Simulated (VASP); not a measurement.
Set up this calculation in VASP 6.6.1, as the native input.

```yaml
Task: single point
Functional: LDA
Potentials_or_basis: VASP PAW LDA potentials, release 64 (Pd)
Cutoff: 520 eV
k_mesh: 12 × 12 × 12
Occupations: gaussian, width 0.1 eV
Spin: no spin polarisation
Dipole_correction: no
Further_INCAR_settings: ALGO = Normal; EDIFF = 1e-06; NBANDS = 11
```

The structure of Pd lies in POSCAR:

```
Pd
1.0
    0.0000000000      1.9465000000      1.9465000000
    1.9465000000      0.0000000000      1.9465000000
    1.9465000000      1.9465000000      0.0000000000
Pd
1
Direct
    0.0000000000      0.0000000000      0.0000000000
```

One way to write it, as run:

INCAR

```
ALGO     = Normal         # electronic algorithm
EDIFF    = 1E-6           # SCF threshold, eV
ENCUT    = 520            # plane-wave cutoff, eV
ISIF     = 2              # what is computed and relaxed
ISMEAR   = 0              # smearing method
LASPH    = True           # aspherical terms in the spheres
LCHARG   = False          # write CHGCAR
LREAL    = False          # projectors in reciprocal space
LWAVE    = False          # write WAVECAR
NBANDS   = 11             # bands
NELM     = 100            # most SCF steps
PREC     = Accurate       # precision mode
SIGMA    = 0.1            # smearing width, eV
```

KPOINTS

```
k-points
0
Gamma
  12 12 12
```

Potentials or basis: VASP PAW LDA potentials, release 64 (Pd).

Launch:

```sh
$ cat potpaw_LDA.64/Pd/POTCAR > POTCAR
$ mpirun -np 1 vasp_std > vasp.out
```

It gave:

```yaml
Pressure: -8.5 GPa
Band_gap_on_the_k_mesh: zero (band 5 reaches 9.87 eV, above the bottom of band 6 at 8.29 eV)
```

Run time: 4.1 s on 1 thread of Intel(R) Xeon(R) 6975P-C (Granite Rapids), on a shared host, peak memory 0.12 GiB.
